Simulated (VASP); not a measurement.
Here is a VASP 6.6.1 calculation.

INCAR

```
  ALGO = Normal
  EDIFF = 1E-6
  ENCUT = 520
  ISIF = 2
  ISMEAR = 0
  ISPIN = 2
  LASPH = T
  LCHARG = F
  LMAXMIX = 4
  LORBIT = 11
  LREAL = F
  LWAVE = F
  MAGMOM = 1.5
  NBANDS = 15
  NELM = 150
  PREC = Accurate
  SIGMA = 0.1
```

The input KPOINTS:

```
k-points
0
Gamma
  14 14 14
```

POSCAR

```
Ni
1.0
   -1.3837150000      1.3837150000      1.3837150000
    1.3837150000     -1.3837150000      1.3837150000
    1.3837150000      1.3837150000     -1.3837150000
Ni
1
Direct
    0.0000000000      0.0000000000      0.0000000000
```

Potentials or basis: VASP PAW LDA potentials, release 64 (Ni).

Command:

```sh
$ cat potpaw_LDA.64/Ni/POTCAR > POTCAR
$ mpirun -np 1 vasp_std > vasp.out
```

Question: Estimate the site moments.

Answer: Ni +0.49 μB.

Question: Estimate the pressure.

Answer: -10.7 GPa.
